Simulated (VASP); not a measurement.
A run of VASP 6.6.1 is set up as follows.

The input INCAR:

```
SYSTEM = HW12C12F
ALGO = Normal
EDIFF = 1E-6
ENCUT = 520
GGA = PS
ISIF = 2
ISMEAR = 0
LASPH = .True.
LCHARG = .False.
LREAL = Auto
LWAVE = .False.
NBANDS = 131
NELM = 100
PREC = Accurate
SIGMA = 0.1
```

KPOINTS

```
k-points
0
Gamma
  3 3 1
  0 0 0
```

File POSCAR:

```
HW12C12F
1.0
    5.7958000000      0.0000000000      0.0000000000
   -2.8979000000      5.0193100000      0.0000000000
    0.0000000000      0.0000000000     20.0722500000
W C F H
12 12 1 1
Direct
    0.0000000000      0.0000000000      0.0498200252
   -0.0001326704     -0.0000217161      0.1904213030
   -0.0001187701     -0.0000460223      0.3341388235
    0.0000000000      0.5000000000      0.0498200252
   -0.0000617069      0.4999880462      0.1904189117
   -0.0002931390      0.5000296854      0.3341016079
    0.5000000000      0.0000000000      0.0498200252
    0.4999240291     -0.0000201223      0.1904421776
    0.4992027661      0.0002006252      0.3341862522
    0.5000000000      0.5000000000      0.0498200252
    0.4999092895      0.5000135477      0.1904246908
    0.4994232336      0.4995445589      0.3341738470
    0.3333333665      0.1666667331      0.1202880096
    0.3331561717      0.1666912384      0.2590960156
    0.3326936289      0.1662796281      0.3892554148
    0.3333333665      0.6666667331      0.1202880096
    0.3331976881      0.6666400362      0.2590506794
    0.3328611735      0.6667717276      0.3884987483
    0.8333333665      0.1666667331      0.1202880096
    0.8332571039      0.1666474077      0.2590730486
    0.8323237510      0.1667065792      0.3885141427
    0.8333333665      0.6666667331      0.1202880096
    0.8331350863      0.6667563868      0.2590573553
    0.8327874904      0.6660297929      0.3885210676
    0.1080753565      0.2280883229      0.5158958761
    0.1748791241      0.1889887255      0.4771263809
```

Potentials or basis: VASP PAW PBE potentials, release 64 (W_sv, C, F, H).

Command:

```sh
$ cat potpaw_PBE.64/W_sv/POTCAR potpaw_PBE.64/C/POTCAR potpaw_PBE.64/F/POTCAR potpaw_PBE.64/H/POTCAR > POTCAR
$ mpirun -np 1 vasp_std > vasp.out
```

Question: Predict the band gap on the k mesh.

Answer: Zero (bands 112 and 113 overlap by 1.06 eV).

Question: Estimate the largest force.

Answer: 1.005 eV/Å.

Forces on the atoms (eV/Å):
```
W    0.000  0.001  0.928
W    0.000  0.001  0.007
W    0.002  0.000 -0.050
W   -0.001  0.000  0.925
W    0.001  0.000  0.006
W    0.000 -0.004 -0.050
W   -0.003  0.001  0.931
W    0.001  0.001  0.004
W   -0.004  0.000 -0.049
W   -0.001 -0.002  0.929
W   -0.001  0.000  0.006
W   -0.001 -0.007 -0.050
C   -0.004 -0.001 -1.005
C   -0.001  0.000  0.002
C    0.002  0.005  0.111
C   -0.004  0.000 -1.000
C   -0.001  0.001  0.006
C    0.009 -0.002  0.113
C   -0.005 -0.001 -1.000
C   -0.001 -0.001  0.005
C    0.007  0.004  0.110
C   -0.005 -0.001 -1.003
C   -0.002  0.000  0.007
C    0.000  0.007  0.116
F   -0.172  0.067  0.268
H    0.184 -0.067 -0.268
```

Caveat: the k points lie up to 0.42 Å⁻¹ apart, too coarse for converged energies and pressures of a metal; the PAW data sets were made with another functional, which shifts forces and pressure a little; spin-orbit coupling is left out, which moves the levels of the heavy elements.
